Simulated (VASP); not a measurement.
# ZrMo3 (Pm-3n) in VASP: notebook

ZrMo3 is run at these levels: PBE; tasks: single point.

Everything below comes from runs of VASP 6.6.1. Logs are shortened: lines on timing, memory, paths and dates and some standing lists are left out, and cuts for length are marked.

## 1. The cell of the first run

Symmetry: Pm-3n, No. 223, cubic system. Conventional cell: a = 5.190 Å, b = 5.190 Å, c = 5.190 Å, α = 90.00°, β = 90.00°, γ = 90.00°. Within 3.8 Å of Zr (site symmetry m-3) lie 12 Mo at 2.90 Å. Mo (site symmetry -4m2) has 10 Mo at 2.59 to 3.18 Å and 4 Zr at 2.90 Å within 3.4 Å.

## 2. Single point, PBE

INCAR reads:

```
SYSTEM = ZrMo3
ALGO = Fast
EDIFF = 1E-6
ENCUT = 520
GGA = PE
ISIF = 2
ISMEAR = 0
LASPH = .TRUE.
LCHARG = .TRUE.
LELF = .TRUE.
LREAL = .FALSE.
LVHAR = .TRUE.
LWAVE = .FALSE.
NBANDS = 64
NELM = 80
PREC = Accurate
SIGMA = 0.1
```

KPOINTS reads:

```
k-points
0
G
  4 4 4
  0 0 0
```

POSCAR reads:

```
ZrMo3
1.0
    5.1896389582      0.0000000000      0.0000000000
    0.0000000000      5.1896389582      0.0000000000
    0.0000000000      0.0000000000      5.1896389582
Zr Mo
2 6
Direct
    0.0000000000      0.0000000000      0.0000000000
    0.5000000000      0.5000000000      0.5000000000
    0.2500000000      0.0000000000      0.5000000000
    0.5000000000      0.7500000000      0.0000000000
    0.7500000000      0.0000000000      0.5000000000
    0.5000000000      0.2500000000      0.0000000000
    0.0000000000      0.5000000000      0.7500000000
    0.0000000000      0.5000000000      0.2500000000
```

Potentials or basis: VASP PAW PBE potentials, release 64 (Zr_sv, Mo_sv).

Run with:

```sh
$ cat potpaw_PBE.64/Zr_sv/POTCAR potpaw_PBE.64/Mo_sv/POTCAR > POTCAR
$ mpirun -np 1 vasp_std > vasp.out
```

OUTCAR:

```text
SYSTEM = ZrMo3
   EDIFF = 1E-6
   ENCUT = 520
   GGA = PE
   ISIF = 2
   ISMEAR = 0
   LASPH = .TRUE.
   LREAL = .FALSE.
   NELM = 80
   PREC = Accurate

 ion  position               nearest neighbor table
   1  0.000  0.000  0.000-   3 2.90   4 2.90   5 2.90   6 2.90   7 2.90   8 2.90   3 2.90   5 2.90
                             7 2.90   8 2.90   4 2.90   6 2.90
   2  0.500  0.500  0.500-   3 2.90   4 2.90   5 2.90   6 2.90   7 2.90   8 2.90   4 2.90   6 2.90
                             3 2.90   5 2.90   7 2.90   8 2.90
   3  0.250  0.000  0.500-   5 2.59   5 2.59   1 2.90   1 2.90   2 2.90   2 2.90   8 3.18   4 3.18
                             4 3.18   6 3.18   6 3.18   7 3.18   8 3.18   7 3.18
   4  0.500  0.750  0.000-   6 2.59   6 2.59   1 2.90   2 2.90   2 2.90   1 2.90   8 3.18   5 3.18
                             3 3.18   5 3.18   3 3.18   7 3.18   7 3.18   8 3.18
   5  0.750  0.000  0.500-   3 2.59   3 2.59   1 2.90   1 2.90   2 2.90   2 2.90   8 3.18   4 3.18
                             4 3.18   6 3.18   6 3.18   7 3.18   8 3.18   7 3.18
   6  0.500  0.250  0.000-   4 2.59   4 2.59   1 2.90   2 2.90   2 2.90   1 2.90   8 3.18   3 3.18
                             3 3.18   5 3.18   5 3.18   7 3.18   7 3.18   8 3.18
   7  0.000  0.500  0.750-   8 2.59   8 2.59   1 2.90   2 2.90   1 2.90   2 2.90   3 3.18   4 3.18
                             5 3.18   3 3.18   5 3.18   6 3.18   4 3.18   6 3.18
   8  0.000  0.500  0.250-   7 2.59   7 2.59   1 2.90   2 2.90   1 2.90   2 2.90   3 3.18   4 3.18
                             5 3.18   3 3.18   5 3.18   6 3.18   4 3.18   6 3.18

  LATTYP: Found a simple cubic cell.
 ALAT       =     5.1896389582

  Lattice vectors:

 A1 = (   5.1896389582,   0.0000000000,   0.0000000000)
 A2 = (   0.0000000000,   5.1896389582,   0.0000000000)
 A3 = (   0.0000000000,   0.0000000000,   5.1896389582)

Analysis of symmetry for initial positions (statically):
=====================================================================
 Subroutine PRICEL returns:
 Original cell was already a primitive cell.

 Routine SETGRP: Setting up the symmetry group for a
 simple cubic supercell.

 Subroutine GETGRP returns: Found 48 space group operations
 (whereof 24 operations were pure point group operations)
 out of a pool of 48 trial point group operations.

The static configuration has the point symmetry T_h .
 The point group associated with its full space group is O_h .

Analysis of symmetry for dynamics (positions and initial velocities):
=====================================================================
 Subroutine PRICEL returns:
 Original cell was already a primitive cell.

 Routine SETGRP: Setting up the symmetry group for a
 simple cubic supercell.

[... 113 lines left out ...]
   NELECT =     108.0000    total number of electrons
   NUPDOWN=      -1.0000    fix difference up-down
   EMIN   =  10.00;   EMAX   =-10.00  energy-range for DOS
   EFERMI =   0.00;   METHOD = LEGACY
   ISMEAR =     0;   SIGMA  =   0.10  broadening in eV -4-tet -1-fermi 0-gaus
   EFERMI_NEDOS =   21; number of points for ismear=-14 and -15
   IALGO  =     68    algorithm
   IMIX   =      4    mixing-type and parameters
     AMIX     =   0.40;   BMIX     =  1.00
     AMIX_MAG =   1.60;   BMIX_MAG =  1.00
  volume/ion in A,a.u.               =      17.47       117.90
  Fermi-wavevector in a.u.,A,eV,Ry     =   1.502262  2.838863 30.705496  2.256790
  Thomas-Fermi vector in A             =   2.613525
   LORBIT       =      0    0 simple, 1 ext, 2 COOP (PROOUT), +10 PAW based schemes
   GGA     = PE    functional components
   LHFCALC =     F    Hartree Fock is set to
   AEXX    =    0.0000 exact exchange contribution
   IVDW    =     0    specifies the selected vdW correction
   LEPSILON=     F    determine dielectric tensor
   LRPA    =     F    only Hartree local field effects (RPA)
 non-spin polarized calculation
 RMM-DIIS sequential band-by-band and
 Gauss-broadening in eV      SIGMA  =   0.10
  energy-cutoff  :      520.00
  volume of cell :      139.77
 maximum number of plane-waves:      3840
 NGX is ok and might be reduce to    40
   NGX = 19   NGY = 19   NGZ = 19

 number of electron     107.9999968 magnetization

 Free energy of the ion-electron system (eV)
  ---------------------------------------------------
  ext. energy  EPLUGINS =         0.00000000
  ---------------------------------------------------
  free energy    TOTEN  =       -80.93264862 eV

  energy without entropy =      -80.88309316  energy(sigma->0) =      -80.90787089

 E-fermi :  10.9366     XC(G=0): -12.6757

 val. band max:       10.9175859329   @ k =   0.2500   0.2500   0.0000
 cond. band min:      10.9435877125   @ k =   0.5000   0.2500   0.0000
 fundamental gap:      0.0260017796
 Fermi energy:        10.9366300804

 k-point     1 :       0.0000    0.0000    0.0000
  band No.  band energies     occupation
      1     -49.7859      2.00000
      2     -49.7321      2.00000
      3     -49.7321      2.00000
      4     -49.5535      2.00000
      5     -49.5535      2.00000
      6     -49.5535      2.00000
[... 659 lines left out ...]
     63      13.9384      0.00000
     64      13.9392      0.00000

------------------------ aborting loop because EDIFF is reached ----------------------------------------

  FORCE on cell =-STRESS in cart. coord.  units (eV):
  Direction    XX          YY          ZZ          XY          YZ          ZX
  --------------------------------------------------------------------------------------
  -------------------------------------------------------------------------------------
  Total        0.4020649      0.4020649      0.4020649      0.0000000      0.0000000      0.0000000
  in kB        4.6088787      4.6088787      4.6088787      0.0000000      0.0000000      0.0000000
  external PRESSURE =       4.6088787 kB  Pullay stress =       0.0000000 kB

 VOLUME and BASIS-vectors are now :
 -----------------------------------------------------------------------------
  energy-cutoff  :      520.00
  volume of cell :      139.77
      direct lattice vectors                 reciprocal lattice vectors
     5.189638958  0.000000000  0.000000000     0.192691632  0.000000000  0.000000000
     0.000000000  5.189638958  0.000000000     0.000000000  0.192691632  0.000000000
     0.000000000  0.000000000  5.189638958     0.000000000  0.000000000  0.192691632

 POSITION                                       TOTAL-FORCE (eV/Angst)
 -----------------------------------------------------------------------------------
      0.00000      0.00000      0.00000         0.000000      0.000000     -0.000000
      2.59482      2.59482      2.59482         0.000000      0.000000     -0.000000
      1.29741      0.00000      2.59482         0.000000     -0.000000     -0.000000
      2.59482      3.89223      0.00000        -0.000000     -0.000000      0.000000
      3.89223      0.00000      2.59482        -0.000000      0.000000      0.000000
      2.59482      1.29741      0.00000         0.000000      0.000000     -0.000000
      0.00000      2.59482      3.89223         0.000000     -0.000000      0.000000
      0.00000      2.59482      1.29741        -0.000000     -0.000000     -0.000000
 -----------------------------------------------------------------------------------
    total drift:                                0.000000     -0.000000      0.000000

  FREE ENERGIE OF THE ION-ELECTRON SYSTEM (eV)
  ---------------------------------------------------
  free  energy   TOTEN  =       -80.9326486204 eV

  energy  without entropy=      -80.8830931590  energy(sigma->0) =      -80.90787089
```

OSZICAR:

```text
N       E                     dE             d eps       ncg     rms          rms(c)
DAV:   1     0.138302306239E+04    0.13830E+04   -0.66307E+04  1280   0.176E+03
DAV:   2    -0.119780237609E+02   -0.13950E+04   -0.13657E+04  1368   0.555E+02
DAV:   3    -0.818334228290E+02   -0.69855E+02   -0.66989E+02  1928   0.104E+02
[... 16 lines left out ...]
RMM:  20    -0.809326429549E+02   -0.21276E-05   -0.12721E-05  1006   0.110E-02    0.106E-03
RMM:  21    -0.809326449946E+02   -0.20397E-05   -0.10321E-05  1018   0.101E-02    0.351E-04
RMM:  22    -0.809326464121E+02   -0.14175E-05   -0.82507E-06   861   0.893E-03    0.628E-04
RMM:  23    -0.809326476312E+02   -0.12191E-05   -0.67974E-06   764   0.806E-03    0.590E-04
RMM:  24    -0.809326486204E+02   -0.98923E-06   -0.54303E-06   708   0.738E-03
   1 F= -.80932649E+02 E0= -.80907871E+02  d E =-.495555E-01
```

stdout:

```text
POSCAR found type information on POSCAR ZrMo
 POSCAR found :  2 types and       8 ions
 scaLAPACK will be used
 LDA part: xc-table for (Slater+PW92), standard interpolation
 POSCAR, INCAR and KPOINTS ok, starting setup
 FFT: planning ... GRIDC
 FFT: planning ... GRID_SOFT
 FFT: planning ... GRID
 WAVECAR not read
 entering main loop
WARNING in EDDRMM: call to ZHEGV failed, returncode =   8  4     35
WARNING in EDDRMM: call to ZHEGV failed, returncode =   8  4     40
```

It took 92 s on 1 thread of Oxide Virtual Turin-like, shared host; peak memory 0.24 GiB.

Results:

- Free energy: -80.9326 eV
- Pressure: 0.5 GPa
- Band gap on the k mesh: zero (bands 54 and 55 overlap by 0.69 eV)

Levels at points of the mesh, in eV from the Fermi level:
```tsv
k point	band 51	band 52	band 53	band 54	band 55	band 56	band 57	band 58
(0.00, 0.00, 0.00)	-0.58	-0.58	-0.28	-0.28	1.14	1.14	1.14	1.25
(0.50, 0.00, 0.00)	-0.26	-0.26	-0.04	-0.04	0.41	0.41	0.76	0.76
(0.50, 0.50, 0.00)	-0.80	-0.80	-0.62	-0.62	-0.05	0.31	0.46	0.58
(0.50, 0.50, 0.50)	-0.55	-0.55	-0.55	-0.55	-0.55	-0.55	1.25	1.25
```

## 3. Single point, PBE

This run uses another cell than the first one, of 15.09 Å³/atom.

INCAR reads:

```
SYSTEM = ZrMo3
  PREC = Accurate
  ENCUT = 520
  EDIFF = 1E-6
  ISMEAR = 0
  SIGMA = 0.1
  LREAL = .False.
  LASPH = .True.
  NELM = 80
  ALGO = Fast
  ISIF = 2
  LWAVE = .False.
  LCHARG = .False.
  GGA = PE
  NBANDS = 64
```

KPOINTS reads:

```
Automatic mesh
0
Gamma
  4 4 4
  0 0 0
```

POSCAR, as its differences from that of step 2:

```diff
@@ -2,5 +2,5 @@
 1.0
-    5.1896389582      0.0000000000      0.0000000000
-    0.0000000000      5.1896389582      0.0000000000
-    0.0000000000      0.0000000000      5.1896389582
+    4.9420000000      0.0000000000      0.0000000000
+    0.0000000000      4.9420000000      0.0000000000
+    0.0000000000      0.0000000000      4.9420000000
 Zr Mo
```

Potentials or basis: VASP PAW PBE potentials, release 64 (Zr_sv, Mo_sv).

Run with:

```sh
$ cat potpaw_PBE.64/Zr_sv/POTCAR potpaw_PBE.64/Mo_sv/POTCAR > POTCAR
$ mpirun -np 1 vasp_std > vasp.out
```

Run time: 91 s. Hardware: 1 thread of Oxide Virtual Turin-like, shared host; peak memory 0.23 GiB.

It converged, with:

| Property | Result |
| --- | --- |
| Free energy | -78.8716 eV |
| Pressure | 38.5 GPa |
| Band gap on the k mesh | zero (bands 54 and 55 overlap by 0.64 eV) |

Levels at points of the mesh, in eV from the Fermi level:
| k point | band 51 | band 52 | band 53 | band 54 | band 55 | band 56 | band 57 | band 58 |
| --- | --- | --- | --- | --- | --- | --- | --- | --- |
| (0.00, 0.00, 0.00) | -0.35 | -0.35 | -0.35 | -0.35 | 1.09 | 1.09 | 1.09 | 1.41 |
| (0.50, 0.00, 0.00) | -0.37 | -0.37 | 0.12 | 0.12 | 0.49 | 0.49 | 0.75 | 0.75 |
| (0.50, 0.50, 0.00) | -1.00 | -0.89 | -0.78 | -0.78 | -0.32 | 0.33 | 0.57 | 0.61 |
| (0.50, 0.50, 0.50) | -0.40 | -0.40 | -0.40 | -0.40 | -0.40 | -0.40 | 1.39 | 1.39 |

Caveat: the cell stands under pressure.

The gap in the log of VASP goes by the Fermi energy; the results here count the filled bands.